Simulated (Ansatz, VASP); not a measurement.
## ScB2N3: VASP beside Ansatz

```
CELL_PARAMETERS angstrom
4.56056 0.00000 0.00000
-2.28028 3.94956 0.00000
0.00000 0.00000 3.09970
ATOMIC_POSITIONS crystal
Sc 0.00000 0.00000 0.50000
B 0.33333 0.66667 0.00000
B 0.66667 0.33333 0.00000
N 0.35872 0.00000 0.00000
N 0.00000 0.35872 0.00000
N 0.64128 0.64128 0.00000
```

Alike in both runs: functional PBE; k mesh 6 × 6 × 6; occupations gaussian, width 0.1 eV; no spin polarisation.

Ansatz relaxed the structure, and its values are those at the end. VASP's run is a single point on that final structure, the one shown.

|  | VASP | Ansatz |
| --- | --- | --- |
| version | VASP 6.6.1 | Ansatz 0.2.0 |
| potentials or method | VASP PAW PBE potentials, release 64 (Sc_sv, B, N), cutoff 520 eV | scalar-relativistic, plane waves, PAW |
| valence electrons in the cell | 32 | 32 |

```csv
,VASP,Ansatz,Ansatz less VASP
gap on the k mesh at the Fermi level (eV),1.45,1.46,+0.009
least direct gap on the mesh (eV),2.27,2.28,+0.008
pressure (GPa),0.5,0.0,-0.44
rms of the force components (eV/Å),0.014,0.001,-0.0130
```

The functional is the same, so the differences come from potentials, cutoffs and numerics.
